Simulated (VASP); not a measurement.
# Al2O3 (Corundum) (R-3c) in VASP: notebook

Aim: see how the results for Al2O3 (Corundum) move with the level of theory and the settings. Levels: PBEsol, revPBE, PBE. Tasks: single point.

All numbers are computed with VASP 6.6.1; they aren't measurements. Logs are shortened: lines on timing, memory, paths and dates and some standing lists are left out, and cuts for length are marked.

**The experiment to reproduce.**

From “Multi-petahertz electron interference in Cr:Al2O3 solid-state material”, 2018, pmc:5906618, for a bulk crystal of Al2O3: band gap 8.7 eV (optical).

The runs below are set against these values where they give the same quantity.

### Step 1. The cell of the first run

Symmetry: R-3c, No. 167, trigonal system. Conventional cell: a = 4.760 Å, b = 4.760 Å, c = 12.996 Å, α = 90.00°, β = 90.00°, γ = 120.00°. Al (site symmetry 3) has 6 O at 1.85 to 1.97 Å within 2.5 Å. O (site symmetry 2) has 4 Al at 1.85 to 1.97 Å within 2.5 Å.

### Step 2. Single point, PBEsol

INCAR reads:

```
SYSTEM = Al2O3
ALGO = Normal ; EDIFF = 1E-6
ENCUT = 520 ; GGA = PS
ISIF = 2 ; ISMEAR = -1
LASPH = .TRUE. ; LCHARG = .TRUE.
LELF = .TRUE. ; LREAL = .FALSE.
LVHAR = .TRUE. ; LWAVE = .FALSE.
NBANDS = 35 ; NELM = 80
PREC = Accurate ; SIGMA = 0.05
```

KPOINTS reads:

```
k-points
0
G
  7 7 7
  0 0 0
```

POSCAR reads:

```
Al2O3
1.0
    2.3802500000      1.3742379782      4.3318666667
   -2.3802500000      1.3742379782      4.3318666667
    0.0000000000     -2.7484759565      4.3318666667
Al O
4 6
Direct
    0.8521600000      0.8521600000      0.8521600000
    0.6478400000      0.6478400000      0.6478400000
    0.1478400000      0.1478400000      0.1478400000
    0.3521600000      0.3521600000      0.3521600000
    0.0566800000      0.7500000000      0.4433200000
    0.7500000000      0.4433200000      0.0566800000
    0.4433200000      0.0566800000      0.7500000000
    0.9433200000      0.2500000000      0.5566800000
    0.2500000000      0.5566800000      0.9433200000
    0.5566800000      0.9433200000      0.2500000000
```

Potentials or basis: VASP PAW PBE potentials, release 64 (Al, O).

On the command line:

```bash
cat potpaw_PBE.64/Al/POTCAR potpaw_PBE.64/O/POTCAR > POTCAR
mpirun -np 1 vasp_std > vasp.out
```

OUTCAR:

```text
SYSTEM = Al2O3
   EDIFF = 1E-6
   ENCUT = 520
   GGA = PS
   ISIF = 2
   ISMEAR = -1
   LASPH = .TRUE.
   LREAL = .FALSE.
   NELM = 80
   PREC = Accurate

 ion  position               nearest neighbor table
   1  0.852  0.852  0.852-   8 1.85   9 1.85  10 1.85   6 1.97   7 1.97   5 1.97   2 2.66   3 2.79
                             3 2.79   3 2.79   2 3.22   2 3.22   2 3.22
   2  0.648  0.648  0.648-   9 1.85   8 1.85  10 1.85   5 1.97   7 1.97   6 1.97   1 2.66   4 2.79
                             4 2.79   4 2.79   1 3.22   1 3.22   1 3.22
   3  0.148  0.148  0.148-   5 1.85   6 1.85   7 1.85   9 1.97  10 1.97   8 1.97   4 2.66   1 2.79
                             1 2.79   1 2.79   4 3.22   4 3.22   4 3.22
   4  0.352  0.352  0.352-   6 1.85   5 1.85   7 1.85   8 1.97  10 1.97   9 1.97   3 2.66   2 2.79
                             2 2.79   2 2.79   3 3.22   3 3.22   3 3.22
   5  0.057  0.750  0.443-   3 1.85   4 1.85   2 1.97   1 1.97
   6  0.750  0.443  0.057-   4 1.85   3 1.85   1 1.97   2 1.97
   7  0.443  0.057  0.750-   3 1.85   4 1.85   1 1.97   2 1.97
   8  0.943  0.250  0.557-   1 1.85   2 1.85   4 1.97   3 1.97
   9  0.250  0.557  0.943-   2 1.85   1 1.85   3 1.97   4 1.97
  10  0.557  0.943  0.250-   1 1.85   2 1.85   3 1.97   4 1.97

  LATTYP: Found a trigonal (rhomboedric) cell.
 ALAT       =     5.1302230849
 COS(alpha) =     0.5694707703

  Lattice vectors:

 A1 = (   2.3802500000,   1.3742379782,   4.3318666667)
 A2 = (  -2.3802500000,   1.3742379782,   4.3318666667)
 A3 = (   0.0000000000,  -2.7484759565,   4.3318666667)

Analysis of symmetry for initial positions (statically):
=====================================================================
 Subroutine PRICEL returns:
 Original cell was already a primitive cell.

 Routine SETGRP: Setting up the symmetry group for a
 trigonal (rhombohedral) supercell.

 Subroutine GETGRP returns: Found 12 space group operations
 (whereof  6 operations were pure point group operations)
 out of a pool of 12 trial point group operations.

The static configuration has the point symmetry S_6 .
 The point group associated with its full space group is D_3d.

Analysis of symmetry for dynamics (positions and initial velocities):
=====================================================================
 Subroutine PRICEL returns:
 Original cell was already a primitive cell.

 Routine SETGRP: Setting up the symmetry group for a
 trigonal (rhombohedral) supercell.

 Subroutine GETGRP returns: Found 12 space group operations
 (whereof  6 operations were pure point group operations)
 out of a pool of 12 trial point group operations.

The dynamic configuration has the point symmetry S_6 .
 The point group associated with its full space group is D_3d.

 Subroutine INISYM returns: Found 12 space group operations
 (whereof  6 operations are pure point group operations),
 and found     1 'primitive' translations

----------------------------------------------------------------------------------------

                                     Primitive cell

  volume of cell :      85.0180

  direct lattice vectors                    reciprocal lattice vectors
     2.380250000  1.374237978  4.331866667     0.210061968  0.121279334  0.076949121
    -2.380250000  1.374237978  4.331866667    -0.210061968  0.121279334  0.076949121
     0.000000000 -2.748475957  4.331866667     0.000000000 -0.242558668  0.076949121

  length of vectors
     5.130223085  5.130223085  5.130223085     0.254471756  0.254471756  0.254471756

  position of ions in fractional coordinates (direct lattice)
     0.852160000  0.852160000  0.852160000
     0.647840000  0.647840000  0.647840000
     0.147840000  0.147840000  0.147840000
     0.352160000  0.352160000  0.352160000
     0.056680000  0.750000000  0.443320000
     0.750000000  0.443320000  0.056680000
     0.443320000  0.056680000  0.750000000
     0.943320000  0.250000000  0.556680000
     0.250000000  0.556680000  0.943320000
     0.556680000  0.943320000  0.250000000

  ion indices of the primitive-cell ions
   primitive index   ion index
                 1           1
                 2           2
                 3           3
                 4           4
                 5           5
                 6           6
                 7           7
                 8           8
                 9           9
                10          10

----------------------------------------------------------------------------------------

 KPOINTS: k-points

Automatic generation of k-mesh.
 Grid dimensions read from file:
 generate k-points for:    7    7    7

 Generating k-lattice:

  Cartesian coordinates                     Fractional coordinates (reciprocal lattice)
     0.030008853  0.017325619  0.010992732     0.142857143  0.000000000  0.000000000
    -0.030008853  0.017325619  0.010992732     0.000000000  0.142857143  0.000000000
     0.000000000 -0.034651238  0.010992732     0.000000000  0.000000000  0.142857143

  Length of vectors
     0.036353108  0.036353108  0.036353108

  Shift w.r.t. Gamma in fractional coordinates (k-lattice)
     0.000000000  0.000000000  0.000000000

 Subroutine IBZKPT returns following result:
 ===========================================

 Found     44 irreducible k-points:

 Following reciprocal coordinates:
            Coordinates               Weight
  0.000000  0.000000  0.000000      1.000000
  0.142857  0.000000 -0.000000      6.000000
  0.285714  0.000000 -0.000000      6.000000
  0.428571 -0.000000 -0.000000      6.000000
  0.142857  0.142857 -0.000000      6.000000
  0.285714  0.142857  0.000000     12.000000
[... 16 lines left out ...]
  0.285714  0.285714  0.142857      6.000000
  0.428571  0.285714  0.142857     12.000000
 [... further k-points ...]
   k-points           NKPTS =     44   k-points in BZ     NKDIM =     44   number of bands    NBANDS=     35
   number of dos      NEDOS =    301   number of ions     NIONS =     10
   total plane-waves  NPLWV =  64000
   dimension x,y,z NGX =    40 NGY =   40 NGZ =   40
   dimension x,y,z NGXF=    80 NGYF=   80 NGZF=   80
   ions per type =               4   6
   NGX,Y,Z   is equivalent  to a cutoff of  12.96, 12.96, 12.96 a.u.
   NGXF,Y,Z  is equivalent  to a cutoff of  25.92, 25.92, 25.92 a.u.
 SYSTEM =  Al2O3
   PREC   = accura    normal or accurate (medium, high low for compatibility)
   ISTART =      0    job   : 0-new  1-cont  2-samecut
   ICHARG =      2    charge: 1-file 2-atom 10-const
   ISPIN  =      1    spin polarized calculation?
   LNONCOLLINEAR =      F non collinear calculations
   LSORBIT =      F    spin-orbit coupling
   LASPH  =      T    aspherical Exc in radial PAW
   ENCUT  =  520.0 eV  38.22 Ry    6.18 a.u.   9.54  9.54  9.54*2*pi/ulx,y,z
   NELM   =     80;   NELMIN=  2; NELMDL= -5     # of ELM steps
   EDIFF  = 0.1E-05   stopping-criterion for ELM
   LREAL  =      F    real-space projection
   EDIFFG = 0.1E-04   stopping-criterion for IOM
   NSW    =      0    number of steps for IOM
   IBRION =     -1    ionic relax: 0-MD 1-quasi-New 2-CG
   NFREE  =      0    steps in history (QN), initial steepest desc. (CG)
   ISIF   =      2    stress and relaxation
   ISYM   =      2    0-nonsym 1-usesym 2-fastsym
   POTIM  = 0.5000    time-step for ionic-motion
   TEBEG  =    0.0;   TEEND  =   0.0 temperature during run
   PSTRESS=    0.0 pullay stress
   NELECT =      48.0000    total number of electrons
   NUPDOWN=      -1.0000    fix difference up-down
   EMIN   =  10.00;   EMAX   =-10.00  energy-range for DOS
   EFERMI =   0.00;   METHOD = LEGACY
   ISMEAR =    -1;   SIGMA  =   0.05  broadening in eV -4-tet -1-fermi 0-gaus
   EFERMI_NEDOS =   21; number of points for ismear=-14 and -15
   IALGO  =     38    algorithm
   IMIX   =      4    mixing-type and parameters
     AMIX     =   0.40;   BMIX     =  1.00
     AMIX_MAG =   1.60;   BMIX_MAG =  1.00
  volume/ion in A,a.u.               =       8.50        57.37
  Fermi-wavevector in a.u.,A,eV,Ry     =   1.353064  2.556920 24.909299  1.830782
  Thomas-Fermi vector in A             =   2.480350
   LORBIT       =      0    0 simple, 1 ext, 2 COOP (PROOUT), +10 PAW based schemes
   GGA     = PS    functional components
   LHFCALC =     F    Hartree Fock is set to
   AEXX    =    0.0000 exact exchange contribution
   IVDW    =     0    specifies the selected vdW correction
   LEPSILON=     F    determine dielectric tensor
   LRPA    =     F    only Hartree local field effects (RPA)
 non-spin polarized calculation
  energy-cutoff  :      520.00
  volume of cell :       85.02
 maximum number of plane-waves:      2304
 NGX is ok and might be reduce to    40
   NGX = 19   NGY = 19   NGZ = 19

 number of electron      48.0000013 magnetization

 Free energy of the ion-electron system (eV)
  ---------------------------------------------------
  ext. energy  EPLUGINS =         0.00000000
  ---------------------------------------------------
  free energy    TOTEN  =       -78.65841221 eV

  energy without entropy =      -78.65841221  energy(sigma->0) =      -78.65841221

 E-fermi :   7.1344     XC(G=0): -11.9420

 val. band max:        6.0381181676   @ k =   0.0000   0.0000   0.0000
 cond. band min:      12.1605568566   @ k =   0.0000   0.0000   0.0000
 fundamental gap:      6.1224386891
 Fermi energy:         7.1344193182

 k-point     1 :       0.0000    0.0000    0.0000
  band No.  band energies     occupation
      1     -13.1701      2.00000
      2     -10.7910      2.00000
      3     -10.5050      2.00000
      4     -10.5050      2.00000
      5     -10.1852      2.00000
      6     -10.1852      2.00000
[... 27 lines left out ...]
     34      19.5150      0.00000
     35      20.5206      0.00000
[... 843 lines left out ...]
      5     -10.4063      2.00000
      6     -10.1283      2.00000
[... 27 lines left out ...]
     34      19.4596      0.00000
     35      19.7380      0.00000

 [... further k-points ...]

------------------------ aborting loop because EDIFF is reached ----------------------------------------

  FORCE on cell =-STRESS in cart. coord.  units (eV):
  Direction    XX          YY          ZZ          XY          YZ          ZX
  --------------------------------------------------------------------------------------
  -------------------------------------------------------------------------------------
  Total        1.0824580      1.0824580      0.7000158      0.0000000     -0.0000000      0.0000000
  in kB       20.3990892     20.3990892     13.1919058      0.0000000     -0.0000000      0.0000000
  external PRESSURE =      17.9966948 kB  Pullay stress =       0.0000000 kB

 VOLUME and BASIS-vectors are now :
 -----------------------------------------------------------------------------
  energy-cutoff  :      520.00
  volume of cell :       85.02
      direct lattice vectors                 reciprocal lattice vectors
     2.380250000  1.374237978  4.331866667     0.210061968  0.121279334  0.076949121
    -2.380250000  1.374237978  4.331866667    -0.210061968  0.121279334  0.076949121
     0.000000000 -2.748475957  4.331866667     0.000000000 -0.242558668  0.076949121

 POSITION                                       TOTAL-FORCE (eV/Angst)
 -----------------------------------------------------------------------------------
      0.00000     -0.00000     11.07433        -0.000000      0.000000     -0.049882
      0.00000     -0.00000      8.41907        -0.000000     -0.000000      0.049882
      0.00000     -0.00000      1.92127        -0.000000     -0.000000      0.049882
      0.00000     -0.00000      4.57653        -0.000000      0.000000     -0.049882
     -1.65027     -0.10988      5.41483        -0.043516     -0.075372     -0.000000
      0.72998      1.48412      5.41483        -0.043516      0.075372     -0.000000
      0.92030     -1.37424      5.41483         0.087032     -0.000000      0.000000
      1.65027      0.10988      7.58077         0.043516      0.075372     -0.000000
     -0.72998     -1.48412      7.58077         0.043516     -0.075372     -0.000000
     -0.92030      1.37424      7.58077        -0.087032     -0.000000     -0.000000
 -----------------------------------------------------------------------------------
    total drift:                               -0.000000      0.000000     -0.000000

  FREE ENERGIE OF THE ION-ELECTRON SYSTEM (eV)
  ---------------------------------------------------
  free  energy   TOTEN  =       -78.6584122068 eV

  energy  without entropy=      -78.6584122067  energy(sigma->0) =      -78.65841221
```

Run time: 1.7 min. Hardware: 1 thread of Intel Xeon 6975P-C (Granite Rapids), shared host; peak memory 0.27 GiB.

Results:

```
Free energy            : -78.6584 eV
Pressure               : 1.8 GPa
Largest force          : 0.087 eV/Å
Band gap on the k mesh : 6.12 eV, direct
```

Forces in eV/Å, atoms in the order of the input:
```
Al   0.000  0.000 -0.050
Al   0.000  0.000  0.050
Al   0.000  0.000  0.050
Al   0.000  0.000 -0.050
O   -0.044 -0.075  0.000
O   -0.044  0.075  0.000
O    0.087  0.000  0.000
O    0.044  0.075  0.000
O    0.044 -0.075  0.000
O   -0.087  0.000  0.000
```

Caveat: the PAW data sets were made with another functional, which shifts forces and pressure a little.

### Step 3. Single point, revPBE

This run uses another cell than the first one, of 8.67 Å³/atom, 1.020 times its volume.

INCAR reads:

```
SYSTEM = Al2O3
PREC     = Accurate       ! precision mode
ENCUT    = 520            ! plane-wave cutoff, eV
EDIFF    = 1E-7           ! SCF threshold, eV
ISMEAR   = -1             ! smearing method
SIGMA    = 0.05           ! smearing width, eV
LREAL    = .FALSE.        ! projectors in reciprocal space
LASPH    = .TRUE.         ! aspherical terms in the spheres
NELM     = 60             ! most SCF steps
ALGO     = Normal         ! electronic algorithm
ISIF     = 2              ! what is computed and relaxed
LWAVE    = .FALSE.        ! write WAVECAR
LCHARG   = .FALSE.        ! write CHGCAR
GGA      = RE             ! functional
NBANDS   = 35             ! bands
```

KPOINTS reads:

```
Automatic mesh
0
G
  7 7 7
  0 0 0
```

Changes to POSCAR since step 2:

```diff
@@ -2,5 +2,5 @@
 1.0
-    2.3802500000      1.3742379782      4.3318666667
-   -2.3802500000      1.3742379782      4.3318666667
-    0.0000000000     -2.7484759565      4.3318666667
+    2.3960137044      1.3833391572      4.3605553615
+   -2.3960137044      1.3833391572      4.3605553615
+    0.0000000000     -2.7666783145      4.3605553615
 Al O
```

Potentials or basis: VASP PAW PBE potentials, release 64 (Al, O).

On the command line:

```bash
cat potpaw_PBE.64/Al/POTCAR potpaw_PBE.64/O/POTCAR > POTCAR
mpirun -np 1 vasp_std > vasp.out
```

Wall time 1.8 min (1 thread of Intel Xeon 6975P-C (Granite Rapids), shared host); peak memory 0.27 GiB.

It converged, with:

```yaml
Free_energy: -71.4991 eV
Pressure: 5.7 GPa
Largest_force: 0.020 eV/Å
Band_gap_on_the_k_mesh: 6.04 eV, direct
```

Forces on the atoms (eV/Å):
```
Al   0.000  0.000 -0.020
Al   0.000  0.000  0.020
Al   0.000  0.000  0.020
Al   0.000  0.000 -0.020
O   -0.009 -0.016  0.000
O   -0.009  0.016  0.000
O    0.019  0.000  0.000
O    0.009  0.016  0.000
O    0.009 -0.016  0.000
O   -0.019  0.000  0.000
```

Stress tensor (GPa, compression positive):
```
5.79 0.00 0.00
0.00 5.79 0.00
0.00 0.00 5.49
```

Levels at points of the mesh, in eV from the valence-band top:
```csv
k point,band 20,band 21,band 22,band 23,band 24,band 25,band 26,band 27,band 28,band 29
"(0.00, 0.00, 0.00)",-0.48,-0.48,-0.04,-0.04,0.00,6.04,9.07,10.60,11.41,11.41
```

Caveat: the PAW data sets were made with another functional, which shifts forces and pressure a little.

[end of part 1 of 2]
